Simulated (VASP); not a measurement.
Input of a VASP 6.6.1 run:

File INCAR:

```
ALGO = Normal
EDIFF = 1E-8
ENCUT = 520
GGA = PS
ISIF = 2
ISMEAR = -1
LASPH = T
LCHARG = F
LEFG = T
LREAL = F
LWAVE = F
NBANDS = 17
NELM = 80
PREC = Accurate
SIGMA = 0.02
```

KPOINTS

```
k-points
0
Gamma
  7 7 7
```

File POSCAR:

```
PbSe
1.0
    0.0000000000      3.1024460684      3.1024460684
    3.1024460684      0.0000000000      3.1024460684
    3.1024460684      3.1024460684      0.0000000000
Pb Se
1 1
Direct
    0.0000000000      0.0000000000      0.0000000000
    0.5000000000      0.5000000000      0.5000000000
```

Potentials or basis: VASP PAW PBE potentials, release 64 (Pb_d, Se).

Launch:

```sh
$ cat potpaw_PBE.64/Pb_d/POTCAR potpaw_PBE.64/Se/POTCAR > POTCAR
$ mpirun -np 1 vasp_std > vasp.out
```

**Question.** Predict the pressure.

**Answer.** -2.4 GPa.

Caveat: without QUAD_EFG the Cq values of the log hold for a quadrupole moment of 1 mb, not for the nuclei; the PAW data sets were made with another functional, which shifts forces and pressure a little.
